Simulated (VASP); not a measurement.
A run of VASP 6.6.1 is set up as follows.

Contents of INCAR:

```
SYSTEM = GaP
ALGO = Normal
EDIFF = 1E-6
ENCUT = 520
GGA = PS
ISIF = 2
ISMEAR = 0
LASPH = .True.
LCHARG = .False.
LREAL = .False.
LWAVE = .False.
NBANDS = 16
NELM = 80
PREC = Accurate
SIGMA = 0.01
```

KPOINTS

```
k-points
0
Gamma
  10 10 10
  0 0 0
```

POSCAR

```
GaP
1.0
    0.0000000000      2.7608593754      2.7608593754
    2.7608593754      0.0000000000      2.7608593754
    2.7608593754      2.7608593754      0.0000000000
Ga P
1 1
Direct
    0.0000000000      0.0000000000      0.0000000000
    0.2500000000      0.2500000000      0.2500000000
```

Potentials or basis: VASP PAW PBE potentials, release 64 (Ga_d, P).

Run with:

```sh
$ cat potpaw_PBE.64/Ga_d/POTCAR potpaw_PBE.64/P/POTCAR > POTCAR
$ mpirun -np 1 vasp_std > vasp.out
```

Task: What does it give for the band gap on the k mesh?

Result: 1.43 eV, direct.

Task: What does it give for the pressure?

Result: -3.6 GPa.

Caveat: the PAW data sets were made with another functional, which shifts forces and pressure a little. A k mesh can miss the band edges.
